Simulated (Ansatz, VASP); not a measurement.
**Al in VASP and in Ansatz**

File INCAR:

```
ALGO = Fast
EDIFF = 1E-6
ENCUT = 520
GGA = PE
ISIF = 2
ISMEAR = 0
IVDW = 12
LASPH = True
LCHARG = True
LELF = True
LREAL = False
LUSENCCL = False
LVHAR = True
LWAVE = False
NBANDS = 22
NELM = 100
PREC = Accurate
SIGMA = 0.15
```

KPOINTS

```
k-points
0
Gamma
  15 21 6
```

POSCAR

```
Al
1.0
    3.9827256588      0.0000000000      0.0000000000
    0.0000000000      1.9913628294     -1.9913628294
    0.0000000000      7.9654513175      7.9654513175
Al
8
Direct
    0.0000000000      0.0000000000      0.0000000000
    0.5000000000      0.5000000000      0.1250000000
    0.0000000000      0.0000000000      0.2500000000
    0.5000000000      0.5000000000      0.3750000000
    0.0000000000      0.0000000000      0.5000000000
    0.5000000000      0.5000000000      0.6250000000
    0.0000000000      0.0000000000      0.7500000000
    0.5000000000      0.5000000000      0.8750000000
```

Input for Ansatz:

```yaml
crystal:
  lattice:
    - [3.9827256588, 0.0, 0.0]
    - [0.0, 1.9913628294, -1.9913628294]
    - [0.0, 7.9654513175, 7.9654513175]
  atoms:
    - { symbol: Al, position: [0.0, 0.0, 0.0] }
    - { symbol: Al, position: [0.5, 0.5, 0.125] }
    - { symbol: Al, position: [0.0, 0.0, 0.25] }
    - { symbol: Al, position: [0.5, 0.5, 0.375] }
    - { symbol: Al, position: [0.0, 0.0, 0.5] }
    - { symbol: Al, position: [0.5, 0.5, 0.625] }
    - { symbol: Al, position: [0.0, 0.0, 0.75] }
    - { symbol: Al, position: [0.5, 0.5, 0.875] }
basis:
  ecutwfc: 420
kpoints:
  mp_grid: { grid: [15, 21, 6] }
hamiltonian:
  xc: pbe
  dispersion: d3bj
scf:
  occupations: { method: gaussian, width: 0.15 }
output:
  forces: true
  stress: true
  eigenvalues: true
  write_density: true
  write_potential: true
  elf: true
  volumetric_format: npy
```

Alike in both runs: task single point; functional PBE; dispersion D3(BJ); k mesh 15 × 21 × 6; occupations gaussian, width 0.15 eV; no spin polarisation.

|  | VASP | Ansatz |
| --- | --- | --- |
| version | VASP 6.6.1 | Ansatz 0.2.0 |
| potentials or method | VASP PAW PBE potentials, release 64 (Al), cutoff 520 eV | scalar-relativistic, plane waves, PAW |
| valence electrons in the cell | 24 | 24 |

VASP gave:

- gap on the k mesh at the Fermi level (eV): none
- pressure (GPa): -0.1

Task: What did Ansatz give for the same quantities?

Result: gap on the k mesh at the Fermi level (eV): none; pressure (GPa): 0.0.

A gap of «none» marks a metal or a gap that the smearing closes.
